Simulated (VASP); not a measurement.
**NaCl: single point with PBEsol**

Crystal: NaCl.

```
Na Cl
1.0
     0.00000    2.83175    2.83175
     2.83175    0.00000    2.83175
     2.83175    2.83175    0.00000
Na Cl
1 1
Direct
  0.00000 0.00000 0.00000
  0.51589 0.51589 0.48411
```

This cell differs from its parent crystal: one atom moved.

| Item | Value |
| --- | --- |
| Program | VASP 6.6.1 |
| Task | single point |
| Functional | PBEsol |
| Potentials or basis | VASP PAW PBE potentials, release 64 (Na_pv, Cl) |
| Cutoff | 520 eV |
| k mesh | 8 × 8 × 8 |
| Occupations | gaussian, width 0.02 eV |
| Spin | no spin polarisation |

```json
{"Pressure": "-0.7 GPa", "Largest force": "0.114 eV/Å", "Band gap on the k mesh": "4.89 eV, direct"}
```

Forces in eV/Å, atoms in the order of the input:
```
Na   0.000  0.000  0.114
Cl   0.000  0.000 -0.114
```

Stress tensor (GPa, compression positive):
```
-0.79  0.00  0.00
 0.00 -0.79  0.00
 0.00  0.00 -0.49
```

Levels at points of the mesh, in eV from the valence-band top:
| k point | band 3 | band 4 | band 5 | band 6 | band 7 | band 8 | band 9 | band 10 | band 11 | band 12 |
| --- | --- | --- | --- | --- | --- | --- | --- | --- | --- | --- |
| (0.00, 0.00, 0.00) | -20.67 | -12.62 | 0.00 | 0.00 | 0.00 | 4.89 | 10.99 | 10.99 | 10.99 | 13.19 |
| (0.50, 0.00, 0.00) | -20.67 | -12.28 | -1.93 | -0.26 | -0.26 | 7.06 | 10.37 | 10.83 | 10.86 | 14.74 |
| (0.50, 0.50, 0.00) | -20.68 | -12.23 | -1.67 | -0.60 | -0.60 | 7.40 | 7.90 | 11.04 | 14.51 | 14.51 |
| (0.00, 0.50, 0.50) | -20.68 | -12.23 | -1.67 | -0.60 | -0.60 | 7.40 | 7.91 | 11.04 | 14.51 | 14.51 |

It took 15 s on 1 thread of Intel(R) Xeon(R) 6975P-C (Granite Rapids), on a shared host, peak memory 0.18 GiB.

Caveat: the cell differs from its parent crystal (one atom moved); the PAW data sets were made with another functional, which shifts forces and pressure a little. A k mesh can miss the band edges.
